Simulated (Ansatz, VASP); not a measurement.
## LiP4Ir: VASP beside Ansatz

INCAR

```
SYSTEM = LiP4Ir
ALGO     = Normal         ! electronic algorithm
EDIFF    = 1E-6           ! SCF threshold, eV
ENCUT    = 520            ! plane-wave cutoff, eV
GGA      = PE             ! functional
ISIF     = 2              ! what is computed and relaxed
ISMEAR   = 0              ! smearing method
LASPH    = .True.         ! aspherical terms in the spheres
LCHARG   = .False.        ! write CHGCAR
LREAL    = .False.        ! projectors in reciprocal space
LWAVE    = .False.        ! write WAVECAR
NBANDS   = 44             ! bands
NELM     = 60             ! most SCF steps
PREC     = Accurate       ! precision mode
SIGMA    = 0.1            ! smearing width, eV
```

File KPOINTS:

```
k-points
0
Gamma
  4 4 4
  0 0 0
```

The input POSCAR:

```
LiP4Ir
1.0
   -2.8634726106      2.8634726106      6.2118824375
    2.8634726106     -2.8634726106      6.2118824375
    2.8634726106      2.8634726106     -6.2118824375
Li P Ir
2 8 2
Direct
    0.2500000000      0.7500000000      0.5000000000
    0.5000000000      0.5000000000      0.0000000000
    0.5942000000      0.4863000000      0.4093000000
    0.2363000000      0.3270000000      0.3921000000
    0.0770000000      0.1849000000      0.5907000000
    0.9349000000      0.8442000000      0.6079000000
    0.1558000000      0.7637000000      0.0907000000
    0.5137000000      0.9230000000      0.1079000000
    0.6730000000      0.0651000000      0.9093000000
    0.8151000000      0.4058000000      0.8921000000
    0.7500000000      0.2500000000      0.5000000000
    0.0000000000      0.0000000000      0.0000000000
```

Input for Ansatz:

```yaml
crystal:
  lattice:
    - [-2.8634726106, 2.8634726106, 6.2118824375]
    - [2.8634726106, -2.8634726106, 6.2118824375]
    - [2.8634726106, 2.8634726106, -6.2118824375]
  atoms:
    - { symbol: Li, position: [0.25, 0.75, 0.5] }
    - { symbol: Li, position: [0.5, 0.5, 0.0] }
    - { symbol: P, position: [0.5942, 0.4863, 0.4093] }
    - { symbol: P, position: [0.2363, 0.327, 0.3921] }
    - { symbol: P, position: [0.077, 0.1849, 0.5907] }
    - { symbol: P, position: [0.9349, 0.8442, 0.6079] }
    - { symbol: P, position: [0.1558, 0.7637, 0.0907] }
    - { symbol: P, position: [0.5137, 0.923, 0.1079] }
    - { symbol: P, position: [0.673, 0.0651, 0.9093] }
    - { symbol: P, position: [0.8151, 0.4058, 0.8921] }
    - { symbol: Ir, position: [0.75, 0.25, 0.5] }
    - { symbol: Ir, position: [0.0, 0.0, 0.0] }
basis:
  ecutwfc: 420
kpoints:
  mp_grid: { grid: [4, 4, 4] }
hamiltonian:
  xc: pbe
scf:
  occupations: { method: gaussian, width: 0.1 }
  lower_state_search: "off"
output:
  forces: true
  stress: true
  eigenvalues: true
```

Alike in both runs: task single point; functional PBE; k mesh 4 × 4 × 4; occupations gaussian, width 0.1 eV; no spin polarisation.

```csv
,VASP,Ansatz
version,VASP 6.6.1,Ansatz 0.2.0
potentials or method,"VASP PAW PBE potentials, release 64 (Li_sv, P, Ir), cutoff 520 eV","scalar-relativistic, plane waves, PAW"
valence electrons in the cell,64,80
```

```tsv
	VASP	Ansatz	Ansatz less VASP
gap on the k mesh at the Fermi level (eV)	none	none	-
rms of the force components (eV/Å)	4.915	4.841	-0.0737
```

Atom by atom the forces differ by 0.074 eV/Å (rms over components). A gap of «none» marks a metal or a gap that the smearing closes. VASP's potentials hold 64 valence electrons a cell and Ansatz's 80, so a difference there can come from the potentials and not from the codes.

The k mesh is coarse, so the values compare programs but aren't converged. Spin-orbit coupling is off throughout. Noted on VASP's run: the cutoff is under 1.25 times that of the potentials, so the pressure is a little rough.
